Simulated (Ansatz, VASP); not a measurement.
## Si7O16: VASP beside Ansatz

```
Si O
1.0
    -4.17900   -4.17900    0.00000
     4.17900   -4.17900    0.00000
     0.00000    0.00000    5.32980
Si O
7 16
Direct
  0.50000 0.50000 0.99822
  0.50000 0.50000 0.50178
  0.00000 0.50000 0.25000
  0.00000 0.00000 0.00020
  0.50000 0.00000 0.25000
  0.00000 0.00000 0.49980
  0.50000 0.00000 0.75000
  0.20650 0.50000 0.01638
  0.00000 0.19369 0.25000
  0.79350 0.50000 0.01638
  0.00000 0.80631 0.25000
  0.20650 0.50000 0.48362
  0.00000 0.18494 0.75000
  0.79350 0.50000 0.48362
  0.00000 0.81506 0.75000
  0.69361 0.00000 0.00138
  0.50000 0.69903 0.25000
  0.30639 0.00000 0.00138
  0.50000 0.30097 0.25000
  0.69361 0.00000 0.49862
  0.50000 0.69593 0.75000
  0.30639 0.00000 0.49862
  0.50000 0.30407 0.75000
```

Alike in both runs: functional PBE; dispersion D3(BJ); k mesh 2 × 2 × 3; occupations gaussian, width 0.02 eV; no spin polarisation.

Ansatz relaxed the structure, and its values are those at the end. VASP's run is a single point on that final structure, the one shown.

```csv
,VASP,Ansatz
version,VASP 6.6.1,Ansatz 0.2.0
potentials or method,"VASP PAW PBE potentials, release 64 (Si, O), cutoff 520 eV","scalar-relativistic, plane waves, PAW"
valence electrons in the cell,124,124
```

|  | VASP | Ansatz | Ansatz less VASP |
| --- | --- | --- | --- |
| rms of the force components (eV/Å) | 0.016 | 0.005 | -0.0107 |

The k mesh is coarse, so the values compare programs but aren't converged.
